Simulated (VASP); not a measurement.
# Al (Fm-3m) in VASP: a series of runs

The runs below take Al through single point, with PBEsol.

Program: VASP 6.6.1. These are calculated values, not measurements. Logs are shortened: lines on timing, memory, paths and dates and some standing lists are left out, and cuts for length are marked.

## (1) The cell of the first run

The structure is cubic, space group Fm-3m (No. 225). The conventional cell has a = 3.888 Å, b = 3.888 Å, c = 3.888 Å, α = 90.00°, β = 90.00°, γ = 90.00°. Al (site symmetry m-3m) has 12 Al at 2.75 Å within 3.6 Å.

## (2) Single point, PBEsol

Input file INCAR:

```
ALGO = Fast
EDIFF = 1E-6
ENCUT = 520
GGA = PS
ISIF = 2
ISMEAR = -1
LASPH = T
LCHARG = F
LREAL = F
LWAVE = F
NBANDS = 8
NELM = 80
PREC = Accurate
SIGMA = 0.05
```

Input file KPOINTS:

```
k-points
0
Gamma
  11 11 11
```

Input file POSCAR:

```
Al
1.0
    0.0000000000      1.9440394822      1.9440394822
    1.9440394822      0.0000000000      1.9440394822
    1.9440394822      1.9440394822      0.0000000000
Al
1
Direct
    0.0000000000      0.0000000000      0.0000000000
```

Potentials or basis: VASP PAW PBE potentials, release 64 (Al).

Launch:

```console
> cat potpaw_PBE.64/Al/POTCAR > POTCAR
> mpirun -np 1 vasp_std > vasp.out
```

OUTCAR:

```text
EDIFF = 1E-6
   ENCUT = 520
   GGA = PS
   ISIF = 2
   ISMEAR = -1
   LASPH = T
   LREAL = F
   NELM = 80
   PREC = Accurate

 ion  position               nearest neighbor table
   1  0.000  0.000  0.000-

  LATTYP: Found a face centered cubic cell.
 ALAT       =     3.8880789644

  Lattice vectors:

 A1 = (   0.0000000000,   1.9440394822,   1.9440394822)
 A2 = (   1.9440394822,   0.0000000000,   1.9440394822)
 A3 = (   1.9440394822,   1.9440394822,   0.0000000000)

Analysis of symmetry for initial positions (statically):
=====================================================================
 Subroutine PRICEL returns:
 Original cell was already a primitive cell.

 Routine SETGRP: Setting up the symmetry group for a
 face centered cubic supercell.

 Subroutine GETGRP returns: Found 48 space group operations
[... 9 lines left out ...]

 Routine SETGRP: Setting up the symmetry group for a
 face centered cubic supercell.

 Subroutine GETGRP returns: Found 48 space group operations
 (whereof 48 operations were pure point group operations)
 out of a pool of 48 trial point group operations.

The dynamic configuration has the point symmetry O_h .

 Subroutine INISYM returns: Found 48 space group operations
 (whereof 48 operations are pure point group operations),
 and found     1 'primitive' translations

----------------------------------------------------------------------------------------

                                     Primitive cell

  volume of cell :      14.6942

  direct lattice vectors                    reciprocal lattice vectors
     0.000000000  1.944039482  1.944039482    -0.257196422  0.257196422  0.257196422
     1.944039482  0.000000000  1.944039482     0.257196422 -0.257196422  0.257196422
     1.944039482  1.944039482  0.000000000     0.257196422  0.257196422 -0.257196422

  length of vectors
     2.749287002  2.749287002  2.749287002     0.445477271  0.445477271  0.445477271

  position of ions in fractional coordinates (direct lattice)
     0.000000000  0.000000000  0.000000000

  ion indices of the primitive-cell ions
   primitive index   ion index
                 1           1

----------------------------------------------------------------------------------------

 KPOINTS: k-points

Automatic generation of k-mesh.
 Grid dimensions read from file:
 generate k-points for:   11   11   11

 Generating k-lattice:

  Cartesian coordinates                     Fractional coordinates (reciprocal lattice)
    -0.023381493  0.023381493  0.023381493     0.090909091  0.000000000  0.000000000
     0.023381493 -0.023381493  0.023381493     0.000000000  0.090909091  0.000000000
     0.023381493  0.023381493 -0.023381493     0.000000000  0.000000000  0.090909091

  Length of vectors
     0.040497934  0.040497934  0.040497934

  Shift w.r.t. Gamma in fractional coordinates (k-lattice)
     0.000000000  0.000000000  0.000000000

 Subroutine IBZKPT returns following result:
 ===========================================

 Found     56 irreducible k-points:

 Following reciprocal coordinates:
            Coordinates               Weight
  0.000000  0.000000  0.000000      1.000000
  0.090909  0.000000  0.000000      8.000000
  0.181818  0.000000  0.000000      8.000000
  0.272727  0.000000  0.000000      8.000000
  0.363636  0.000000  0.000000      8.000000
  0.454545  0.000000  0.000000      8.000000
[... 16 lines left out ...]
 -0.272727  0.181818  0.000000     24.000000
 -0.181818  0.181818  0.000000     12.000000
 [... further k-points ...]
   k-points           NKPTS =     56   k-points in BZ     NKDIM =     56   number of bands    NBANDS=      8
   number of dos      NEDOS =    301   number of ions     NIONS =      1
   total plane-waves  NPLWV =   8000
   dimension x,y,z NGX =    20 NGY =   20 NGZ =   20
   dimension x,y,z NGXF=    40 NGYF=   40 NGZF=   40
   ions per type =               1
   NGX,Y,Z   is equivalent  to a cutoff of  12.09, 12.09, 12.09 a.u.
   NGXF,Y,Z  is equivalent  to a cutoff of  24.19, 24.19, 24.19 a.u.
 SYSTEM =  unknown system
   PREC   = accura    normal or accurate (medium, high low for compatibility)
   ISTART =      0    job   : 0-new  1-cont  2-samecut
   ICHARG =      2    charge: 1-file 2-atom 10-const
   ISPIN  =      1    spin polarized calculation?
   LNONCOLLINEAR =      F non collinear calculations
   LSORBIT =      F    spin-orbit coupling
   LASPH  =      T    aspherical Exc in radial PAW
   ENCUT  =  520.0 eV  38.22 Ry    6.18 a.u.   5.11  5.11  5.11*2*pi/ulx,y,z
   NELM   =     80;   NELMIN=  2; NELMDL= -5     # of ELM steps
   EDIFF  = 0.1E-05   stopping-criterion for ELM
   LREAL  =      F    real-space projection
   EDIFFG = 0.1E-04   stopping-criterion for IOM
   NSW    =      0    number of steps for IOM
   IBRION =     -1    ionic relax: 0-MD 1-quasi-New 2-CG
   NFREE  =      0    steps in history (QN), initial steepest desc. (CG)
   ISIF   =      2    stress and relaxation
   ISYM   =      2    0-nonsym 1-usesym 2-fastsym
   POTIM  = 0.5000    time-step for ionic-motion
   TEBEG  =    0.0;   TEEND  =   0.0 temperature during run
   PSTRESS=    0.0 pullay stress
   NELECT =       3.0000    total number of electrons
   NUPDOWN=      -1.0000    fix difference up-down
   EMIN   =  10.00;   EMAX   =-10.00  energy-range for DOS
   EFERMI =   0.00;   METHOD = LEGACY
   ISMEAR =    -1;   SIGMA  =   0.05  broadening in eV -4-tet -1-fermi 0-gaus
   EFERMI_NEDOS =   21; number of points for ismear=-14 and -15
   IALGO  =     68    algorithm
   IMIX   =      4    mixing-type and parameters
     AMIX     =   0.40;   BMIX     =  1.00
     AMIX_MAG =   1.60;   BMIX_MAG =  1.00
  volume/ion in A,a.u.               =      14.69        99.16
  Fermi-wavevector in a.u.,A,eV,Ry     =   0.963977  1.821653 12.643246  0.929252
  Thomas-Fermi vector in A             =   2.093569
   LORBIT       =      0    0 simple, 1 ext, 2 COOP (PROOUT), +10 PAW based schemes
   GGA     = PS    functional components
   LHFCALC =     F    Hartree Fock is set to
   AEXX    =    0.0000 exact exchange contribution
   IVDW    =     0    specifies the selected vdW correction
   LEPSILON=     F    determine dielectric tensor
   LRPA    =     F    only Hartree local field effects (RPA)
 non-spin polarized calculation
 RMM-DIIS sequential band-by-band and
  energy-cutoff  :      520.00
  volume of cell :       14.69
 maximum number of plane-waves:       411
   NGX = 11   NGY = 11   NGZ = 11

 number of electron       3.0000000 magnetization

 Free energy of the ion-electron system (eV)
  ---------------------------------------------------
  ext. energy  EPLUGINS =         0.00000000
  ---------------------------------------------------
  free energy    TOTEN  =        -4.05767126 eV

  energy without entropy =       -4.05397650  energy(sigma->0) =       -4.05582388

 E-fermi :   9.1997     XC(G=0): -10.6872

 val. band max:        9.1673689017   @ k =  -0.3636   0.3636   0.0000
 cond. band min:       9.2397094262   @ k =   0.4545   0.1818   0.0909
 fundamental gap:      0.0723405245
 Fermi energy:         9.1997223921

 k-point     1 :       0.0000    0.0000    0.0000
  band No.  band energies     occupation
      1      -2.7439      2.00000
      2      22.4632      0.00000
      3      22.4632      0.00000
      4      22.4632      0.00000
      5      24.8785      0.00000
      6      24.8785      0.00000
      7      24.8785      0.00000
      8      26.5638      0.00000

 k-point     2 :       0.0909    0.0000    0.0000
  band No.  band energies     occupation
      1      -2.5015      2.00000
      2      19.5326      0.00000
      3      21.9628      0.00000
      4      21.9628      0.00000
      5      25.2656      0.00000
      6      25.7658      0.00000
      7      25.7658      0.00000
      8      28.6618      0.00000

 k-point     3 :       0.1818    0.0000    0.0000
  band No.  band energies     occupation
      1      -1.7773      2.00000
      2      15.6549      0.00000
      3      21.2783      0.00000
      4      21.2783      0.00000
      5      24.9094      0.00000
      6      26.4687      0.00000
      7      26.4687      0.00000
      8      27.8144      0.00000

 k-point     4 :       0.2727    0.0000    0.0000
  band No.  band energies     occupation
      1      -0.5797      2.00000
      2      11.9961      0.00000
      3      20.8720      0.00000
      4      20.8720      0.00000
      5      24.6235      0.00000
      6      24.6729      0.00000
      7      24.6729      0.00000
      8      28.9939      0.00000

 k-point     5 :       0.3636    0.0000    0.0000
  band No.  band energies     occupation
      1       1.0776      2.00000
      2       8.6774      1.99994
      3      20.8169      0.00000
      4      20.8169      0.00000
      5      23.1662      0.00000
      6      23.1662      0.00000
      7      24.6455      0.00000
      8      27.4416      0.00000

 k-point     6 :       0.4545    0.0000    0.0000
  band No.  band energies     occupation
      1       3.1664      2.00000
      2       5.7540      2.00000
      3      21.0814      0.00000
      4      21.0814      0.00000
      5      22.1101      0.00000
      6      22.1101      0.00000
      7      24.9870      0.00000
      8      26.2865      0.00000

 k-point     7 :       0.0909    0.0909    0.0000
  band No.  band energies     occupation
      1      -2.4209      2.00000
      2      20.7036      0.00000
      3      20.7068      0.00000
      4      20.7068      0.00000
      5      24.1352      0.00000
      6      26.6842      0.00000
      7      27.1197      0.00000
      8      27.1197      0.00000

 k-point     8 :       0.1818    0.0909    0.0000
  band No.  band energies     occupation
      1      -1.8576      2.00000
      2      17.0483      0.00000
      3      19.7586      0.00000
      4      21.0373      0.00000
      5      24.3215      0.00000
      6      24.6231      0.00000
      7      27.3746      0.00000
      8      28.6329      0.00000

 k-point     9 :       0.2727    0.0909    0.0000
  band No.  band energies     occupation
      1      -0.8183      2.00000
      2      13.3489      0.00000
      3      19.1841      0.00000
      4      20.6936      0.00000
      5      22.3350      0.00000
      6      26.5180      0.00000
      7      27.1721      0.00000
      8      27.3488      0.00000

 k-point    10 :       0.3636    0.0909    0.0000
  band No.  band energies     occupation
      1       0.6850      2.00000
      2       9.9303      0.00000
      3      18.9992      0.00000
      4      20.1288      0.00000
      5      21.0777      0.00000
      6      25.7783      0.00000
      7      27.0568      0.00000
      8      28.6933      0.00000
[... 78 lines left out ...]
 k-point    18 :       0.2727    0.1818    0.0000
  band No.  band energies     occupation
      1      -0.5797      2.00000
      2      15.0157      0.00000
      3      17.9056      0.00000
      4      18.9103      0.00000
      5      19.6690      0.00000
      6      23.1170      0.00000
      7      30.1943      0.00000
      8      31.1222      0.00000

 k-point    19 :       0.3636    0.1818    0.0000
  band No.  band energies     occupation
      1       0.7633      2.00000
      2      11.5763      0.00000
      3      17.3756      0.00000
      4      17.5799      0.00000
      5      19.3826      0.00000
      6      25.2322      0.00000
      7      28.7435      0.00000
      8      31.1725      0.00000

 k-point    20 :       0.4545    0.1818    0.0000
  band No.  band energies     occupation
      1       2.5550      2.00000
      2       8.4334      2.00000
      3      15.9365      0.00000
      4      17.6560      0.00000
      5      19.5310      0.00000
      6      27.4302      0.00000
      7      27.9324      0.00000
      8      31.0023      0.00000

 k-point    21 :      -0.4545    0.1818    0.0000
  band No.  band energies     occupation
      1       4.7153      2.00000
      2       5.7244      2.00000
      3      14.8904      0.00000
      4      18.1365      0.00000
      5      20.0883      0.00000
      6      26.4396      0.00000
      7      29.3067      0.00000
      8      31.5918      0.00000

 k-point    22 :      -0.3636    0.1818    0.0000
  band No.  band energies     occupation
      1       3.2482      2.00000
      2       7.4511      2.00000
      3      14.2806      0.00000
      4      19.0251      0.00000
      5      21.0716      0.00000
      6      25.8069      0.00000
      7      28.7723      0.00000
      8      31.7681      0.00000

 k-point    23 :      -0.2727    0.1818    0.0000
  band No.  band energies     occupation
      1       1.3123      2.00000
      2      10.4065      0.00000
      3      14.1688      0.00000
      4      20.3243      0.00000
      5      22.4580      0.00000
      6      25.4904      0.00000
      7      28.2873      0.00000
      8      28.7948      0.00000

 k-point    24 :      -0.1818    0.1818    0.0000
  band No.  band energies     occupation
      1      -0.1830      2.00000
      2      13.2016      0.00000
      3      15.0218      0.00000
      4      22.0296      0.00000
      5      24.1824      0.00000
      6      24.9732      0.00000
      7      26.7439      0.00000
      8      27.6358      0.00000

 [... further k-points ...]
[... 5 lines left out ...]
  --------------------------------------------------------------------------------------
  -------------------------------------------------------------------------------------
  Total        0.9275051      0.9275051      0.9275051     -0.0000000     -0.0000000      0.0000000
  in kB      101.1303871    101.1303871    101.1303871     -0.0000000     -0.0000000      0.0000000
  external PRESSURE =     101.1303871 kB  Pullay stress =       0.0000000 kB

 VOLUME and BASIS-vectors are now :
 -----------------------------------------------------------------------------
  energy-cutoff  :      520.00
  volume of cell :       14.69
      direct lattice vectors                 reciprocal lattice vectors
     0.000000000  1.944039482  1.944039482    -0.257196422  0.257196422  0.257196422
     1.944039482  0.000000000  1.944039482     0.257196422 -0.257196422  0.257196422
     1.944039482  1.944039482  0.000000000     0.257196422  0.257196422 -0.257196422

 POSITION                                       TOTAL-FORCE (eV/Angst)
 -----------------------------------------------------------------------------------
      0.00000      0.00000      0.00000         0.000000     -0.000000      0.000000
 -----------------------------------------------------------------------------------
    total drift:                               -0.000000     -0.000000     -0.000000

  FREE ENERGIE OF THE ION-ELECTRON SYSTEM (eV)
  ---------------------------------------------------
  free  energy   TOTEN  =        -4.0576712646 eV

  energy  without entropy=       -4.0539765040  energy(sigma->0) =       -4.05582388
```

It took 3.3 s on 1 thread of AMD EPYC 9R45 (Zen 5), shared host; peak memory 0.09 GiB.

What came out:

```yaml
Free_energy: -4.0577 eV
Pressure: 10.1 GPa
```

Caveat: the PAW data sets were made with another functional, which shifts forces and pressure a little.

## (3) Single point, PBEsol

This run uses another cell than the first one, of 13.70 Å³/atom, 0.932 times its volume.

Input file INCAR:

```
PREC = Accurate
ENCUT = 520
EDIFF = 1E-7
ISMEAR = -1
SIGMA = 0.05
LREAL = F
LASPH = T
NELM = 100
ALGO = Normal
ISIF = 2
LWAVE = F
LCHARG = F
GGA = PS
NBANDS = 8
```

Input file KPOINTS:

```
regular mesh
0
Gamma
  11 11 11
```

Input file POSCAR:

```
Al
1.0
    0.0000000000      1.8989386664      1.8989386664
    1.8989386664      0.0000000000      1.8989386664
    1.8989386664      1.8989386664      0.0000000000
Al
1
Direct
    0.0000000000      0.0000000000      0.0000000000
```

Potentials or basis: VASP PAW PBE potentials, release 64 (Al).

Launch:

```console
> cat potpaw_PBE.64/Al/POTCAR > POTCAR
> mpirun -np 1 vasp_std > vasp.out
```

It took 3.1 s on 1 thread of AMD EPYC 9R45 (Zen 5), shared host; peak memory 0.09 GiB.

It converged, with:

```yaml
Free_energy: -3.9651 eV
Pressure: 20.2 GPa
```

Levels at points of the mesh, in eV from the Fermi level:
```tsv
k point	band 1	band 2	band 3	band 4
(0.00, 0.00, 0.00)	-12.48	13.67	13.67	13.67
```

Caveat: the PAW data sets were made with another functional, which shifts forces and pressure a little.

(Part 1 of 2 ends here.)
